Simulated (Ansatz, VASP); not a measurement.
**ZrO2: VASP beside Ansatz**

```
Zr O
1.0
     0.00000    2.53500    2.53500
     2.53500    0.00000    2.53500
     2.53500    2.53500    0.00000
Zr O
1 2
Direct
  0.00000 0.00000 0.00000
  0.25000 0.25000 0.25000
  0.75000 0.75000 0.75000
```

Alike in both runs: task single point; functional PBEsol; dispersion D4; k mesh 8 × 8 × 8; no spin polarisation.

```csv
,VASP,Ansatz
version,VASP 6.6.1,Ansatz 0.2.0
potentials or method,"VASP PAW PBE potentials, release 64 (Zr_sv, O), cutoff 600 eV","plane waves, PAW"
occupations,"gaussian, width 0.01 eV",fixed
valence electrons in the cell,24,24
```

```tsv
	VASP	Ansatz	Ansatz less VASP
gap on the k mesh at the Fermi level (eV)	3.31	3.32	+0.006
```

VASP's potentials were made for PBE, not for PBEsol.
